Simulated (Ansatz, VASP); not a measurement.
**C: VASP beside Ansatz**

```
C
1.0
     2.45625    0.00000    0.00000
     0.00000    4.25292    0.00000
     0.00000    0.00000    7.04440
C
8
Direct
  0.50000 0.41664 0.75011
  0.50000 0.91664 0.24989
  0.50000 0.58336 0.24989
  0.50000 0.08336 0.75011
  0.00000 0.91664 0.75011
  0.00000 0.41664 0.24989
  0.00000 0.08336 0.24989
  0.00000 0.58336 0.75011
```

Change from the starting cell: strain along c alone, the other axes held, atoms relaxed: -1.0 %.

Alike in both runs: functional r2SCAN; k mesh 14 × 8 × 6; occupations gaussian, width 0.1 eV; no spin polarisation.

Ansatz relaxed the structure, and its values are those at the end. VASP's run is a single point on that final structure, the one shown.

|  | VASP | Ansatz |
| --- | --- | --- |
| version | VASP 6.6.1 | Ansatz 0.2.0 |
| potentials or method | VASP PAW PBE potentials, release 64 (C), cutoff 520 eV | scalar-relativistic, plane waves, PAW |
| valence electrons in the cell | 32 | 32 |

```tsv
	VASP	Ansatz	Ansatz less VASP
gap on the k mesh at the Fermi level (eV)	none	none	-
pressure (GPa)	0.7	0.1	-0.65
```

VASP's potentials were made for PBE, not for r2SCAN. A gap of «none» marks a metal or a gap that the smearing closes. Ansatz's warnings: stress scf threshold loose.
